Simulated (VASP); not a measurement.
# Ca (Immm) in VASP: settings compared

The runs below take Ca through single point, with PBEsol+D3(BJ), PBEsol.

All numbers are computed with VASP 6.6.1; they aren't measurements. Logs are shortened: lines on timing, memory, paths and dates and some standing lists are left out, and cuts for length are marked.

## (1) The cell of the first run

The typed cell holds 1 atom: a = 3.780 Å, b = 3.780 Å, c = 3.780 Å, α = 119.94°, β = 119.97°, γ = 90.08°.

## (2) Single point, PBEsol+D3(BJ)

The input, INCAR:

```
SYSTEM = Ca
PREC     = Accurate       ! precision mode
ENCUT    = 520            ! plane-wave cutoff, eV
EDIFF    = 1E-6           ! SCF threshold, eV
ISMEAR   = -1             ! smearing method
SIGMA    = 0.05           ! smearing width, eV
LREAL    = .FALSE.        ! projectors in reciprocal space
LASPH    = .TRUE.         ! aspherical terms in the spheres
NELM     = 100            ! most SCF steps
ALGO     = Normal         ! electronic algorithm
ISIF     = 2              ! what is computed and relaxed
LWAVE    = .FALSE.        ! write WAVECAR
LCHARG   = .FALSE.        ! write CHGCAR
GGA      = PS             ! functional
IVDW     = 12             ! dispersion correction
NBANDS   = 11             ! bands
```

The input, KPOINTS:

```
Automatic mesh
0
G
  9 9 9
  0 0 0
```

The input, POSCAR:

```
Ca
1.0
   -1.8918589650      1.8908969037      2.6709599366
    1.8918589650     -1.8908969037      2.6709599366
    1.8918589650      1.8908969037     -2.6709599366
Ca
1
Direct
    0.5000000000      0.5000000000      0.0000000000
```

Potentials or basis: VASP PAW PBE potentials, release 64 (Ca_sv).

Command:

```bash
$ cat potpaw_PBE.64/Ca_sv/POTCAR > POTCAR
$ mpirun -np 1 vasp_std > vasp.out
```

OUTCAR:

```text
SYSTEM = Ca
   PREC = Accurate
   ENCUT = 520
   EDIFF = 1E-6
   ISMEAR = -1
   LREAL = .FALSE.
   LASPH = .TRUE.
   NELM = 100
   ISIF = 2
   GGA = PS
   IVDW = 12
 IVDW          = 12

 ion  position               nearest neighbor table
   1  0.500  0.500  0.000-

  LATTYP: Found a body centered orthorhombic cell.
 ALAT       =     3.7817938074
 B/A-ratio  =     1.0005087857
 C/A-ratio  =     1.4125359936

  Lattice vectors:

 A1 = (   1.8918589650,  -1.8908969037,  -2.6709599366)
 A2 = (  -1.8918589650,   1.8908969037,  -2.6709599366)
 A3 = (   1.8918589650,   1.8908969037,   2.6709599366)

Analysis of symmetry for initial positions (statically):
=====================================================================
 Subroutine PRICEL returns:
 Original cell was already a primitive cell.

 Routine SETGRP: Setting up the symmetry group for a
 body centered orthorhombic supercell.

 Subroutine GETGRP returns: Found  8 space group operations
 (whereof  8 operations were pure point group operations)
 out of a pool of  8 trial point group operations.

The static configuration has the point symmetry D_2h.

Analysis of symmetry for dynamics (positions and initial velocities):
=====================================================================
 Subroutine PRICEL returns:
 Original cell was already a primitive cell.

 Routine SETGRP: Setting up the symmetry group for a
 body centered orthorhombic supercell.

 Subroutine GETGRP returns: Found  8 space group operations
 (whereof  8 operations were pure point group operations)
 out of a pool of  8 trial point group operations.

The dynamic configuration has the point symmetry D_2h.

 Subroutine INISYM returns: Found  8 space group operations
 (whereof  8 operations are pure point group operations),
 and found     1 'primitive' translations

----------------------------------------------------------------------------------------

                                     Primitive cell

  volume of cell :      38.2194

  direct lattice vectors                    reciprocal lattice vectors
    -1.891858965  1.890896904  2.670959937     0.000000000  0.264424781  0.187198615
     1.891858965 -1.890896904  2.670959937     0.264290314  0.000000000  0.187198615
     1.891858965  1.890896904 -2.670959937     0.264290314  0.264424781  0.000000000

  length of vectors
     3.780032861  3.780032861  3.780032861     0.323981151  0.323871412  0.373858041

  position of ions in fractional coordinates (direct lattice)
     0.500000000  0.500000000  0.000000000

  ion indices of the primitive-cell ions
   primitive index   ion index
                 1           1

----------------------------------------------------------------------------------------

 KPOINTS: Automatic mesh

Automatic generation of k-mesh.
 Grid dimensions read from file:
 generate k-points for:    9    9    9

 Generating k-lattice:

  Cartesian coordinates                     Fractional coordinates (reciprocal lattice)
     0.000000000  0.029380531  0.020799846     0.111111111 -0.000000000  0.000000000
     0.029365590  0.000000000  0.020799846    -0.000000000  0.111111111  0.000000000
     0.029365590  0.029380531  0.000000000    -0.000000000  0.000000000  0.111111111

  Length of vectors
     0.035997906  0.035985712  0.041539782

  Shift w.r.t. Gamma in fractional coordinates (k-lattice)
     0.000000000  0.000000000  0.000000000

 Subroutine IBZKPT returns following result:
 ===========================================

 Found    125 irreducible k-points:

 Following reciprocal coordinates:
            Coordinates               Weight
  0.000000  0.000000  0.000000      1.000000
  0.111111  0.000000 -0.000000      4.000000
  0.222222  0.000000 -0.000000      4.000000
  0.333333  0.000000 -0.000000      4.000000
  0.444444  0.000000 -0.000000      4.000000
  0.000000  0.111111 -0.000000      4.000000
[... 16 lines left out ...]
 -0.111111  0.222222  0.000000      8.000000
  0.000000  0.333333 -0.000000      4.000000
 [... further k-points ...]
   k-points           NKPTS =    125   k-points in BZ     NKDIM =    125   number of bands    NBANDS=     11
   number of dos      NEDOS =    301   number of ions     NIONS =      1
   total plane-waves  NPLWV =  21952
   dimension x,y,z NGX =    28 NGY =   28 NGZ =   28
   dimension x,y,z NGXF=    56 NGYF=   56 NGZF=   56
   ions per type =               1
   NGX,Y,Z   is equivalent  to a cutoff of  12.31, 12.31, 12.31 a.u.
   NGXF,Y,Z  is equivalent  to a cutoff of  24.63, 24.63, 24.63 a.u.
 SYSTEM =  Ca
   PREC   = accura    normal or accurate (medium, high low for compatibility)
   ISTART =      0    job   : 0-new  1-cont  2-samecut
   ICHARG =      2    charge: 1-file 2-atom 10-const
   ISPIN  =      1    spin polarized calculation?
   LNONCOLLINEAR =      F non collinear calculations
   LSORBIT =      F    spin-orbit coupling
   LASPH  =      T    aspherical Exc in radial PAW
   ENCUT  =  520.0 eV  38.22 Ry    6.18 a.u.   7.03  7.03  7.03*2*pi/ulx,y,z
   NELM   =    100;   NELMIN=  2; NELMDL= -5     # of ELM steps
   EDIFF  = 0.1E-05   stopping-criterion for ELM
   LREAL  =      F    real-space projection
   EDIFFG = 0.1E-04   stopping-criterion for IOM
   NSW    =      0    number of steps for IOM
   IBRION =     -1    ionic relax: 0-MD 1-quasi-New 2-CG
   NFREE  =      0    steps in history (QN), initial steepest desc. (CG)
   ISIF   =      2    stress and relaxation
   ISYM   =      2    0-nonsym 1-usesym 2-fastsym
   POTIM  = 0.5000    time-step for ionic-motion
   TEBEG  =    0.0;   TEEND  =   0.0 temperature during run
   PSTRESS=    0.0 pullay stress
   NELECT =      10.0000    total number of electrons
   NUPDOWN=      -1.0000    fix difference up-down
   EMIN   =  10.00;   EMAX   =-10.00  energy-range for DOS
   EFERMI =   0.00;   METHOD = LEGACY
   ISMEAR =    -1;   SIGMA  =   0.05  broadening in eV -4-tet -1-fermi 0-gaus
   EFERMI_NEDOS =   21; number of points for ismear=-14 and -15
   IALGO  =     38    algorithm
   IMIX   =      4    mixing-type and parameters
     AMIX     =   0.40;   BMIX     =  1.00
     AMIX_MAG =   1.60;   BMIX_MAG =  1.00
  volume/ion in A,a.u.               =      38.22       257.92
  Fermi-wavevector in a.u.,A,eV,Ry     =   1.047081  1.978696 14.917129  1.096378
  Thomas-Fermi vector in A             =   2.181946
   LORBIT       =      0    0 simple, 1 ext, 2 COOP (PROOUT), +10 PAW based schemes
   GGA     = PS    functional components
   LHFCALC =     F    Hartree Fock is set to
   AEXX    =    0.0000 exact exchange contribution
   IVDW    =    12    specifies the selected vdW correction
   LEPSILON=     F    determine dielectric tensor
   LRPA    =     F    only Hartree local field effects (RPA)
 non-spin polarized calculation
  energy-cutoff  :      520.00
  volume of cell :       38.22
 maximum number of plane-waves:      1039
   NGX = 13   NGY = 13   NGZ = 13

 number of electron      10.0000003 magnetization

 Free energy of the ion-electron system (eV)
  ---------------------------------------------------
  ext. energy  EPLUGINS =         0.00000000
  ---------------------------------------------------
  free energy    TOTEN  =        -2.12773185 eV

  energy without entropy =       -2.11476334  energy(sigma->0) =       -2.12124760

 E-fermi :   2.2878     XC(G=0):  -8.1309

 val. band max:        2.2759225878   @ k =  -0.4444  -0.4444   0.2222
 cond. band min:       2.2880895051   @ k =  -0.2222   0.4444   0.2222
 fundamental gap:      0.0121669173
 Fermi energy:         2.2877644275

 k-point     1 :       0.0000    0.0000    0.0000
  band No.  band energies     occupation
      1     -39.3164      2.00000
      2     -20.2924      2.00000
      3     -20.2923      2.00000
      4     -20.2922      2.00000
      5      -1.9155      2.00000
      6       4.7458      0.00000
      7       4.7494      0.00000
      8       4.7547      0.00000
      9       5.9583      0.00000
     10       5.9678      0.00000
     11      11.8573      0.00000

 k-point     2 :       0.1111    0.0000   -0.0000
  band No.  band energies     occupation
      1     -39.3138      2.00000
      2     -20.3166      2.00000
      3     -20.2956      2.00000
      4     -20.2955      2.00000
      5      -1.6863      2.00000
      6       4.5053      0.00000
      7       4.8300      0.00000
      8       4.8377      0.00000
      9       5.8868      0.00000
     10       5.8954      0.00000
     11      12.1321      0.00000

 k-point     3 :       0.2222    0.0000   -0.0000
  band No.  band energies     occupation
      1     -39.3072      2.00000
      2     -20.3772      2.00000
      3     -20.3038      2.00000
      4     -20.3036      2.00000
      5      -1.0318      2.00000
      6       3.9247      0.00000
      7       4.9134      0.00000
      8       4.9235      0.00000
      9       5.9024      0.00000
     10       5.9071      0.00000
     11      10.8025      0.00000

 k-point     4 :       0.3333    0.0000   -0.0000
  band No.  band energies     occupation
      1     -39.2997      2.00000
      2     -20.4451      2.00000
      3     -20.3131      2.00000
      4     -20.3128      2.00000
      5      -0.0595      2.00000
      6       3.2143      0.00000
      7       4.7763      0.00000
      8       4.7881      0.00000
      9       6.2816      0.00000
     10       6.2823      0.00000
     11       9.2110      0.00000
[... 239 lines left out ...]
 k-point    22 :      -0.2222    0.2222    0.0000
  band No.  band energies     occupation
      1     -39.3042      2.00000
      2     -20.3740      2.00000
      3     -20.3226      2.00000
      4     -20.3225      2.00000
      5      -0.7513      2.00000
      6       3.7776      0.00000
      7       4.8487      0.00000
      8       5.2745      0.00000
      9       5.2776      0.00000
     10       6.2653      0.00000
     11      12.2654      0.00000

 k-point    23 :      -0.1111    0.2222    0.0000
  band No.  band energies     occupation
      1     -39.3077      2.00000
      2     -20.3607      2.00000
      3     -20.3106      2.00000
      4     -20.3076      2.00000
      5      -1.1003      2.00000
      6       4.0147      0.00000
      7       4.9273      0.00000
      8       5.0123      0.00000
      9       5.4846      0.00000
     10       6.1339      0.00000
     11      11.5384      0.00000

 k-point    24 :       0.0000    0.3333   -0.0000
  band No.  band energies     occupation
      1     -39.2998      2.00000
      2     -20.4449      2.00000
      3     -20.3131      2.00000
      4     -20.3126      2.00000
      5      -0.0608      2.00000
      6       3.2125      0.00000
      7       4.7797      0.00000
      8       4.7856      0.00000
      9       6.2819      0.00000
     10       6.2831      0.00000
     11       9.2078      0.00000

 [... further k-points ...]

------------------------ aborting loop because EDIFF is reached ----------------------------------------

 Edisp (eV)   -0.26514

 E8    (eV) :    -0.1919

  FORCE on cell =-STRESS in cart. coord.  units (eV):
  Direction    XX          YY          ZZ          XY          YZ          ZX
  --------------------------------------------------------------------------------------
  -------------------------------------------------------------------------------------
  Total      -0.00246     0.00054     0.00093    -0.00000     0.00000     0.00000
  in kB      -0.10299     0.02276     0.03914    -0.00000     0.00000     0.00000
  external pressure =       -0.01 kB  Pullay stress =        0.00 kB

 VOLUME and BASIS-vectors are now :
 -----------------------------------------------------------------------------
  energy-cutoff  :      520.00
  volume of cell :       38.22
      direct lattice vectors                 reciprocal lattice vectors
    -1.891858965  1.890896904  2.670959937     0.000000000  0.264424781  0.187198615
     1.891858965 -1.890896904  2.670959937     0.264290314  0.000000000  0.187198615
     1.891858965  1.890896904 -2.670959937     0.264290314  0.264424781  0.000000000

 POSITION                                       TOTAL-FORCE (eV/Angst)
 -----------------------------------------------------------------------------------
      0.00000      0.00000      2.67096         0.000000      0.000000      0.000000
 -----------------------------------------------------------------------------------
    total drift:                                0.000000     -0.000000      0.000000

  FREE ENERGIE OF THE ION-ELECTRON SYSTEM (eV)
  ---------------------------------------------------
  free  energy   TOTEN  =        -2.3928707187 eV

  energy  without entropy=       -2.3799022070  energy(sigma->0) =       -2.38638646
```

Wall time 47 s (1 thread of Intel Xeon Platinum 8259CL at 2.50GHz (Skylake/Cascade Lake), shared host); peak memory 0.19 GiB.

Results:

```
Free energy                : -2.3929 eV
Pressure                   : 0.0 GPa
Band gap on the k mesh     : zero (bands 5 and 6 overlap by 0.01 eV)
Dispersion energy per atom : -0.265 eV
```

Caveat: the PAW data sets were made with another functional, which shifts forces and pressure a little.

## (3) Single point, PBEsol+D3(BJ)

This run uses another cell than the first one, of 38.38 Å³/atom.

The input, INCAR:

```
PREC = Accurate
ENCUT = 520
EDIFF = 1E-6
ISMEAR = -1
SIGMA = 0.05
LREAL = F
LASPH = T
NELM = 100
ALGO = Fast
ISIF = 2
LWAVE = F
LCHARG = F
GGA = PS
IVDW = 12
NBANDS = 11
```

The input, KPOINTS:

```
Automatic mesh
0
Gamma
  9 9 9
```

The input, POSCAR:

```
Ca
1.0
   -1.8944562723      1.8934916207      2.6745435016
    1.8944562723     -1.8934916207      2.6745435016
    1.8944562723      1.8934916207     -2.6745435016
Ca
1
Direct
    0.5000000000      0.5000000000      0.0000000000
```

Potentials or basis: VASP PAW PBE potentials, release 64 (Ca_sv).

Command:

```bash
$ cat potpaw_PBE.64/Ca_sv/POTCAR > POTCAR
$ mpirun -np 1 vasp_std > vasp.out
```

Wall time 78 s (1 thread of Intel Xeon Platinum 8259CL at 2.50GHz (Skylake/Cascade Lake), shared host); peak memory 0.19 GiB.

The run converged. Its results:

```yaml
Free_energy: -2.3929 eV
Pressure: 0.0 GPa
Band_gap_on_the_k_mesh: zero (bands 5 and 6 overlap by 0.02 eV)
Dispersion_energy_per_atom: -0.264 eV
```

Levels at points of the mesh, in eV from the Fermi level:
```tsv
k point	band 3	band 4	band 5	band 6	band 7	band 8
(0.00, 0.00, 0.00)	-22.59	-22.59	-4.20	2.45	2.46	2.46
```

Caveat: three body term missing; the PAW data sets were made with another functional, which shifts forces and pressure a little.

[end of part 1 of 2]
